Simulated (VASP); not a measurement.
# Cu (I4/mmm) in VASP: notebook

The runs below take Cu through single point, with BLYP.

Program: VASP 6.6.1. These are calculated values, not measurements. Logs are shortened: lines on timing, memory, paths and dates and some standing lists are left out, and cuts for length are marked.

### Step 1. The cell of the first run

The structure is tetragonal, space group I4/mmm (No. 139). The conventional cell has a = 2.847 Å, b = 2.847 Å, c = 2.715 Å, α = 90.00°, β = 90.00°, γ = 90.00°. Cu (site symmetry 4/mmm) has 14 Cu at 2.43 to 2.85 Å within 3.2 Å.

### Step 2. Single point, BLYP, non-collinear spin, typed start (11.00 Å³/atom)

INCAR reads:

```
SYSTEM = Cu
  PREC = Accurate
  ENCUT = 520
  EDIFF = 1E-7
  ISMEAR = 1
  SIGMA = 0.1
  LREAL = .FALSE.
  LASPH = .TRUE.
  NELM = 150
  ALGO = Normal
  ISIF = 2
  LWAVE = .FALSE.
  LCHARG = .FALSE.
  LNONCOLLINEAR = .TRUE.
  MAGMOM = 0.6 0 0
  LORBIT = 11
  LMAXMIX = 4
  GGA = B5
  ALDAX = 1.0
  AGGAX = 1.0
  AGGAC = 1.0
  ALDAC = 0.0
  NBANDS = 22
```

KPOINTS reads:

```
regular mesh
0
G
  10 10 10
  0 0 0
```

POSCAR reads:

```
Cu
1.0
   -1.4232937226      1.4232937226      1.3574834749
    1.4232937226     -1.4232937226      1.3574834749
    1.4232937226      1.4232937226     -1.3574834749
Cu
1
Direct
    0.0000000000      0.0000000000      0.0000000000
```

Potentials or basis: VASP PAW PBE potentials, release 64 (Cu).

The run is started by

```console
> cat potpaw_PBE.64/Cu/POTCAR > POTCAR
> mpirun -np 1 vasp_ncl > vasp.out
```

OUTCAR:

```text
SYSTEM = Cu
   PREC = Accurate
   ENCUT = 520
   EDIFF = 1E-7
   ISMEAR = 1
   LREAL = .FALSE.
   LASPH = .TRUE.
   NELM = 150
   ISIF = 2
   LNONCOLLINEAR = .TRUE.
   LORBIT = 11
   GGA = B5

 ion  position               nearest neighbor table
   1  0.000  0.000  0.000-

  LATTYP: Found a body centered tetragonal cell.
 ALAT       =     2.8465874452
 C/A-ratio  =     0.9537620052

  Lattice vectors:

 A1 = (  -1.4232937226,   1.4232937226,   1.3574834749)
 A2 = (   1.4232937226,  -1.4232937226,   1.3574834749)
 A3 = (   1.4232937226,   1.4232937226,  -1.3574834749)

Analysis of symmetry for initial positions (statically):
=====================================================================
 Subroutine PRICEL returns:
 Original cell was already a primitive cell.

 Routine SETGRP: Setting up the symmetry group for a
 body centered tetragonal supercell.

 Subroutine GETGRP returns: Found 16 space group operations
 (whereof 16 operations were pure point group operations)
 out of a pool of 16 trial point group operations.

The static configuration has the point symmetry D_4h.

Analysis of symmetry for dynamics (positions and initial velocities):
=====================================================================
 Subroutine PRICEL returns:
 Original cell was already a primitive cell.

 Routine SETGRP: Setting up the symmetry group for a
 body centered tetragonal supercell.

 Subroutine GETGRP returns: Found 16 space group operations
 (whereof 16 operations were pure point group operations)
 out of a pool of 16 trial point group operations.

The dynamic configuration has the point symmetry D_4h.

Analysis of structural, dynamic, and magnetic symmetry:
=====================================================================
 Subroutine PRICEL returns:
 Original cell was already a primitive cell.

 Routine SETGRP: Setting up the symmetry group for a
 body centered tetragonal supercell.

 Subroutine GETGRP returns: Found  4 space group operations
 (whereof  4 operations were pure point group operations)
 out of a pool of 16 trial point group operations.

The overall configuration has the point symmetry C_2h.

 Subroutine INISYM returns: Found  4 space group operations
 (whereof  4 operations are pure point group operations),
 and found     1 'primitive' translations

----------------------------------------------------------------------------------------

                                     Primitive cell

  volume of cell :      10.9998

  direct lattice vectors                    reciprocal lattice vectors
    -1.423293723  1.423293723  1.357483475     0.000000000  0.351297833  0.368328609
     1.423293723 -1.423293723  1.357483475     0.351297833  0.000000000  0.368328609
     1.423293723  1.423293723 -1.357483475     0.351297833  0.351297833  0.000000000

  length of vectors
     2.427816185  2.427816185  2.427816185     0.508995217  0.508995217  0.496810159

  position of ions in fractional coordinates (direct lattice)
     0.000000000  0.000000000  0.000000000

  ion indices of the primitive-cell ions
   primitive index   ion index
                 1           1

----------------------------------------------------------------------------------------

 KPOINTS: regular mesh

Automatic generation of k-mesh.
 Grid dimensions read from file:
 generate k-points for:   10   10   10

 Generating k-lattice:

  Cartesian coordinates                     Fractional coordinates (reciprocal lattice)
     0.000000000  0.035129783  0.036832861     0.100000000  0.000000000 -0.000000000
     0.035129783  0.000000000  0.036832861     0.000000000  0.100000000 -0.000000000
     0.035129783  0.035129783  0.000000000     0.000000000  0.000000000  0.100000000

  Length of vectors
     0.050899522  0.050899522  0.049681016

  Shift w.r.t. Gamma in fractional coordinates (k-lattice)
     0.000000000  0.000000000  0.000000000

 Subroutine IBZKPT returns following result:
 ===========================================

 Found    282 irreducible k-points:

 Following reciprocal coordinates:
            Coordinates               Weight
  0.000000  0.000000  0.000000      1.000000
  0.100000  0.000000  0.000000      2.000000
  0.100000  0.000000 -0.100000      4.000000
  0.000000  0.100000 -0.100000      2.000000
  0.200000  0.000000  0.000000      2.000000
  0.200000  0.000000 -0.200000      4.000000
[... 16 lines left out ...]
  0.300000  0.100000 -0.000000      4.000000
  0.400000  0.000000 -0.300000      4.000000
 [... further k-points ...]
   k-points           NKPTS =    282   k-points in BZ     NKDIM =    282   number of bands    NBANDS=     22
   number of dos      NEDOS =    301   number of ions     NIONS =      1
   total plane-waves  NPLWV =   5832
   dimension x,y,z NGX =    18 NGY =   18 NGZ =   18
   dimension x,y,z NGXF=    36 NGYF=   36 NGZF=   36
   ions per type =               1
   NGX,Y,Z   is equivalent  to a cutoff of  12.33, 12.33, 12.33 a.u.
   NGXF,Y,Z  is equivalent  to a cutoff of  24.65, 24.65, 24.65 a.u.
 SYSTEM =  Cu
   PREC   = accura    normal or accurate (medium, high low for compatibility)
   ISTART =      0    job   : 0-new  1-cont  2-samecut
   ICHARG =      2    charge: 1-file 2-atom 10-const
   ISPIN  =      1    spin polarized calculation?
   LNONCOLLINEAR =      T non collinear calculations
   LSORBIT =      F    spin-orbit coupling
   LASPH  =      T    aspherical Exc in radial PAW
   ENCUT  =  520.0 eV  38.22 Ry    6.18 a.u.   4.51  4.51  4.51*2*pi/ulx,y,z
   NELM   =    150;   NELMIN=  2; NELMDL= -5     # of ELM steps
   EDIFF  = 0.1E-06   stopping-criterion for ELM
   LREAL  =      F    real-space projection
   EDIFFG = 0.1E-05   stopping-criterion for IOM
   NSW    =      0    number of steps for IOM
   IBRION =     -1    ionic relax: 0-MD 1-quasi-New 2-CG
   NFREE  =      0    steps in history (QN), initial steepest desc. (CG)
   ISIF   =      2    stress and relaxation
   ISYM   =      2    0-nonsym 1-usesym 2-fastsym
   POTIM  = 0.5000    time-step for ionic-motion
   TEBEG  =    0.0;   TEEND  =   0.0 temperature during run
   PSTRESS=    0.0 pullay stress
   NELECT =      11.0000    total number of electrons
   NUPDOWN=      -1.0000    fix difference up-down
   EMIN   =  10.00;   EMAX   =-10.00  energy-range for DOS
   EFERMI =   0.00;   METHOD = LEGACY
[... 19 lines left out ...]
 maximum number of plane-waves:       626
   NGX =  9   NGY =  9   NGZ =  9

 number of electron      11.0000000 magnetization       0.6000000      0.0000000      0.0000000

 number of electron      11.0000008 magnetization      -0.0007377     -0.0000000      0.0000000

 number of electron      11.0000008 magnetization      -0.0001342     -0.0000000     -0.0000000

 number of electron      11.0000008 magnetization      -0.0000027      0.0000000      0.0000000

 Free energy of the ion-electron system (eV)
  ---------------------------------------------------
  ext. energy  EPLUGINS =         0.00000000
  ---------------------------------------------------
  free energy    TOTEN  =        -2.80068106 eV

  energy without entropy =       -2.79961186  energy(sigma->0) =       -2.80032466

 E-fermi :   9.0509     XC(G=0): -12.5730

 val. band max:        9.0405168581   @ k =  -0.1000  -0.2000  -0.2000
 cond. band min:       9.0636541900   @ k =   0.0000   0.5000  -0.1000
 fundamental gap:      0.0231373319
 Fermi energy:         9.0509392125

 k-point     1 :       0.0000    0.0000    0.0000
  band No.  band energies     occupation
      1      -0.8057      1.00000
      2      -0.8057      1.00000
      3       5.4189      1.00000
      4       5.4189      1.00000
      5       5.6235      1.00000
      6       5.6235      1.00000
[... 14 lines left out ...]
     21      38.5784      0.00000
     22      38.6393      0.00000

 k-point     2 :       0.1000    0.0000    0.0000
  band No.  band energies     occupation
      1      -0.3948      1.00000
      2      -0.3948      1.00000
      3       5.4083      1.00000
      4       5.4083      1.00000
      5       5.6106      1.00000
      6       5.6106      1.00000
[... 14 lines left out ...]
     21      36.5941      0.00000
     22      36.5941      0.00000

 k-point     3 :       0.1000    0.0000   -0.1000
  band No.  band energies     occupation
      1      -0.3948      1.00000
      2      -0.3948      1.00000
      3       5.4083      1.00000
      4       5.4084      1.00000
      5       5.6106      1.00000
      6       5.6106      1.00000
[... 14 lines left out ...]
     21      36.5941      0.00000
     22      36.5941      0.00000

 k-point     4 :       0.0000    0.1000   -0.1000
  band No.  band energies     occupation
      1      -0.3948      1.00000
      2      -0.3948      1.00000
      3       5.4083      1.00000
      4       5.4084      1.00000
      5       5.6106      1.00000
      6       5.6106      1.00000
[... 14 lines left out ...]
     21      36.5941      0.00000
     22      36.5941      0.00000

 k-point     5 :       0.2000    0.0000    0.0000
  band No.  band energies     occupation
      1       0.7763      1.00000
      2       0.7763      1.00000
      3       5.2200      1.00000
      4       5.2200      1.00000
      5       5.5445      1.00000
      6       5.5445      1.00000
[... 14 lines left out ...]
     21      35.2575      0.00000
     22      35.2575      0.00000

 k-point     6 :       0.2000    0.0000   -0.2000
  band No.  band energies     occupation
      1       0.7763      1.00000
      2       0.7763      1.00000
      3       5.2200      1.00000
      4       5.2200      1.00000
      5       5.5445      1.00000
      6       5.5445      1.00000
[... 14 lines left out ...]
     21      35.2575      0.00000
     22      35.2575      0.00000

 k-point     7 :       0.0000    0.2000   -0.2000
  band No.  band energies     occupation
      1       0.7763      1.00000
      2       0.7763      1.00000
      3       5.2200      1.00000
      4       5.2200      1.00000
      5       5.5445      1.00000
      6       5.5445      1.00000
[... 324 lines left out ...]
      6       5.3686      1.00000
[... 14 lines left out ...]
     21      36.9100      0.00000
     22      36.9100      0.00000

 k-point    21 :       0.1000    0.2000   -0.3000
  band No.  band energies     occupation
      1       1.8636      1.00000
      2       1.8636      1.00000
      3       5.1115      1.00000
      4       5.1115      1.00000
      5       5.3686      1.00000
      6       5.3686      1.00000
[... 14 lines left out ...]
     21      36.9100      0.00000
     22      36.9100      0.00000

 k-point    22 :       0.0000    0.3000   -0.1000
  band No.  band energies     occupation
      1       1.8636      1.00000
      2       1.8636      1.00000
      3       5.1115      1.00000
      4       5.1115      1.00000
      5       5.3686      1.00000
      6       5.3686      1.00000
[... 14 lines left out ...]
     21      36.9100      0.00000
     22      36.9100      0.00000

 k-point    23 :       0.3000    0.1000   -0.0000
  band No.  band energies     occupation
      1       3.2547      1.00000
      2       3.2547      1.00000
      3       4.8763      1.00000
      4       4.8763      1.00000
      5       5.7064      1.00000
      6       5.7064      1.00000
[... 14 lines left out ...]
     21      36.6303      0.00000
     22      36.6303      0.00000

 k-point    24 :       0.4000    0.0000   -0.3000
  band No.  band energies     occupation
      1       3.2547      1.00000
      2       3.2547      1.00000
      3       4.8763      1.00000
      4       4.8763      1.00000
      5       5.7064      1.00000
      6       5.7064      1.00000
[... 14 lines left out ...]
     21      36.6303      0.00000
     22      36.6303      0.00000

 [... further k-points ...]
[... 5 lines left out ...]
  --------------------------------------------------------------------------------------
  -------------------------------------------------------------------------------------
  Total        1.7747542      1.7747562      1.6372461      0.0000000     -0.0000684      0.0000000
  in kB      258.5027610    258.5030543    238.4739411      0.0000000     -0.0099575      0.0000000
  external PRESSURE =     251.8265855 kB  Pullay stress =       0.0000000 kB

 VOLUME and BASIS-vectors are now :
 -----------------------------------------------------------------------------
  energy-cutoff  :      520.00
  volume of cell :       11.00
      direct lattice vectors                 reciprocal lattice vectors
    -1.423293723  1.423293723  1.357483475     0.000000000  0.351297833  0.368328609
     1.423293723 -1.423293723  1.357483475     0.351297833  0.000000000  0.368328609
     1.423293723  1.423293723 -1.357483475     0.351297833  0.351297833  0.000000000

 POSITION                                       TOTAL-FORCE (eV/Angst)
 -----------------------------------------------------------------------------------
      0.00000      0.00000      0.00000         0.000000      0.000000      0.000000
 -----------------------------------------------------------------------------------
    total drift:                                0.000000      0.000000      0.000000

  FREE ENERGIE OF THE ION-ELECTRON SYSTEM (eV)
  ---------------------------------------------------
  free  energy   TOTEN  =        -2.8006810609 eV

  energy  without entropy=       -2.7996118555  energy(sigma->0) =       -2.80032466

 total charge

# of ion       s       p       d       tot
------------------------------------------
    1        0.481   0.434   9.220  10.135

 magnetization (x)

# of ion       s       p       d       tot
------------------------------------------
    1       -0.000  -0.000  -0.000  -0.000

 magnetization (y)

# of ion       s       p       d       tot
------------------------------------------
    1        0.000   0.000   0.000   0.000

 magnetization (z)

# of ion       s       p       d       tot
------------------------------------------
    1       -0.000   0.000   0.000  -0.000
```

It took 4.9 min on 1 thread of Intel Xeon 8259CL, shared host; peak memory 0.22 GiB.

Results:

```
Free energy                                           : -2.8007 eV
Pressure                                              : 25.2 GPa
Band gap on the k mesh                                : zero (bands 11 and 12 overlap by 10.27 eV)
Net moment                                            : 0.00 μB per cell
Valence electrons inside the program's atomic spheres : Cu 10.13
```

Moments on the atoms (μB; x, y, z):
```
Cu  0.00 0.00 0.00
```

Caveat: the cell stands under pressure; the PAW data sets were made with another functional, which shifts forces and pressure a little.

### Step 3. Single point, BLYP, non-collinear spin, typed start (11.46 Å³/atom)

This run uses another cell than the first one, of 11.46 Å³/atom.

INCAR reads:

```
SYSTEM = Cu
AGGAC = 1.0
AGGAX = 1.0
ALDAC = 0.0
ALDAX = 1.0
ALGO = Normal
EDIFF = 1E-6
ENCUT = 520
GGA = B5
ISIF = 2
ISMEAR = 1
LASPH = .True.
LCHARG = .False.
LMAXMIX = 4
LNONCOLLINEAR = .True.
LORBIT = 11
LREAL = .False.
LWAVE = .False.
MAGMOM = 0.6 0 0
NBANDS = 22
NELM = 150
PREC = Accurate
SIGMA = 0.1
```

KPOINTS reads:

```
k-points
0
Gamma
  10 10 10
  0 0 0
```

POSCAR reads:

```
Cu
1.0
   -1.4427933200      1.4427933200      1.3760814500
    1.4427933200     -1.4427933200      1.3760814500
    1.4427933200      1.4427933200     -1.3760814500
Cu
1
Direct
    0.0000000000      0.0000000000      0.0000000000
```

Potentials or basis: VASP PAW PBE potentials, release 64 (Cu).

The run is started by

```console
> cat potpaw_PBE.64/Cu/POTCAR > POTCAR
> mpirun -np 1 vasp_ncl > vasp.out
```

Run time: 4.6 min. Hardware: 1 thread of Intel Xeon 8259CL, shared host; peak memory 0.22 GiB.

The run converged. Its results:

```
Free energy                                           : -2.8605 eV
Pressure                                              : 16.8 GPa
Band gap on the k mesh                                : zero (bands 11 and 12 overlap by 10.01 eV)
Net moment                                            : 0.00 μB per cell
Valence electrons inside the program's atomic spheres : Cu 10.09
```

Stress tensor (GPa, compression positive):
```
17.64  0.00  0.00
 0.00 17.64  0.00
 0.00  0.00 15.16
```

Levels at points of the mesh, in eV from the Fermi level:
| k point | band 9 | band 10 | band 11 | band 12 | band 13 | band 14 | band 15 | band 16 |
| --- | --- | --- | --- | --- | --- | --- | --- | --- |
| (0.00, 0.00, 0.00) | -2.41 | -2.41 | -2.20 | -2.20 | 25.12 | 25.12 | 25.12 | 25.12 |
| (0.50, 0.00, 0.00) | -1.52 | -1.52 | -0.42 | -0.42 | 4.61 | 4.61 | 17.28 | 17.28 |
| (0.50, 0.00, 0.50) | -1.52 | -1.52 | -0.42 | -0.42 | 4.61 | 4.61 | 17.28 | 17.28 |
| (0.00, 0.50, 0.50) | -1.52 | -1.52 | -0.42 | -0.42 | 4.61 | 4.61 | 17.28 | 17.28 |
| (0.50, 0.50, 0.00) | -1.54 | -1.54 | -0.78 | -0.78 | 4.08 | 4.08 | 18.68 | 18.68 |
| (0.50, 0.50, 0.50) | -1.66 | -1.66 | 7.71 | 7.71 | 7.71 | 7.71 | 9.54 | 9.54 |

Moments on the atoms (μB; x, y, z):
```
Cu  0.00 0.00 0.00
```

Caveat: the cell stands under pressure; the PAW data sets were made with another functional, which shifts forces and pressure a little.

### Step 4. Single point, BLYP, non-collinear spin, typed start (11.69 Å³/atom)

This run uses another cell than the first one, of 11.69 Å³/atom.

INCAR reads:

```
AGGAC = 1.0
AGGAX = 1.0
ALDAC = 0.0
ALDAX = 1.0
ALGO = Normal
EDIFF = 1E-6
ENCUT = 520
GGA = B5
ISIF = 2
ISMEAR = 1
LASPH = T
LCHARG = F
LMAXMIX = 4
LNONCOLLINEAR = T
LORBIT = 11
LREAL = F
LWAVE = F
MAGMOM = 0.6 0 0
NBANDS = 22
NELM = 150
PREC = Accurate
SIGMA = 0.1
```

KPOINTS reads:

```
k-points
0
Gamma
  10 10 10
```

POSCAR reads:

```
Cu
1.0
   -1.4523485211      1.4523485211      1.3851948378
    1.4523485211     -1.4523485211      1.3851948378
    1.4523485211      1.4523485211     -1.3851948378
Cu
1
Direct
    0.0000000000      0.0000000000      0.0000000000
```

The run is started by

```console
> cat potpaw_PBE.64/Cu/POTCAR > POTCAR
> mpirun -np 1 vasp_ncl > vasp.out
```

Wall time 2.4 min (1 thread of Intel Xeon 8259CL, shared host); peak memory 0.22 GiB.

It converged, with:

| Property | Result |
| --- | --- |
| Free energy | -2.8820 eV |
| Pressure | 13.3 GPa |
| Band gap on the k mesh | zero (bands 11 and 12 overlap by 9.89 eV) |
| Net moment | 0.00 μB per cell |
| Valence electrons inside the program's atomic spheres | Cu 10.06 |

Stress tensor (GPa, compression positive):
```
14.14  0.00  0.00
 0.00 14.14  0.00
 0.00  0.00 11.49
```

Levels at points of the mesh, in eV from the Fermi level:
| k point | band 8 | band 9 | band 10 | band 11 | band 12 | band 13 | band 14 | band 15 | band 16 | band 17 |
| --- | --- | --- | --- | --- | --- | --- | --- | --- | --- | --- |
| (0.00, 0.00, 0.00) | -3.22 | -2.37 | -2.37 | -2.17 | -2.17 | 24.92 | 24.92 | 24.92 | 24.92 | 26.20 |
| (0.50, 0.00, 0.00) | -2.08 | -1.50 | -1.50 | -0.37 | -0.37 | 4.50 | 4.50 | 17.03 | 17.03 | 17.30 |
| (0.50, 0.00, 0.50) | -2.08 | -1.50 | -1.50 | -0.37 | -0.37 | 4.50 | 4.50 | 17.03 | 17.03 | 17.30 |
| (0.00, 0.50, 0.50) | -2.08 | -1.50 | -1.50 | -0.37 | -0.37 | 4.50 | 4.50 | 17.03 | 17.03 | 17.30 |
| (0.50, 0.50, 0.00) | -2.21 | -1.53 | -1.53 | -0.72 | -0.72 | 3.97 | 3.97 | 18.41 | 18.41 | 18.58 |
| (0.50, 0.50, 0.50) | -1.70 | -1.64 | -1.64 | 7.62 | 7.62 | 7.62 | 7.62 | 9.43 | 9.43 | 13.50 |

Moments on the atoms (μB; x, y, z):
```
Cu  0.00 0.00 0.00
```

Caveat: the cell stands under pressure; the PAW data sets were made with another functional, which shifts forces and pressure a little.

### Step 5. Overview

| cell | gap on the mesh (eV) | pressure (GPa) | moment (μB) |
| --- | --- | --- | --- |
| a = 2.428 Å, angles 108.2, 108.2, 112.0°, 1 atom | none | 25.2 | 0.00 |
| a = 2.461 Å, angles 108.2, 108.2, 112.0°, 1 atom | none | 16.8 | 0.00 |
| a = 2.477 Å, angles 108.2, 108.2, 112.0°, 1 atom | none | 13.3 | 0.00 |

Alike in all rows: task single point; level BLYP; potentials or basis VASP PAW PBE potentials, release 64 (Cu); spin non-collinear, typed start; k mesh 10 × 10 × 10; cutoff (eV) 520; smearing methfessel-paxton 0.1 eV.

Caveats: the cell stands under pressure; the PAW data sets were made with another functional, which shifts forces and pressure a little.

Absolute energies hang on the potentials; compare differences alone.

The gap in the log of VASP goes by the Fermi energy; the results here count the filled bands.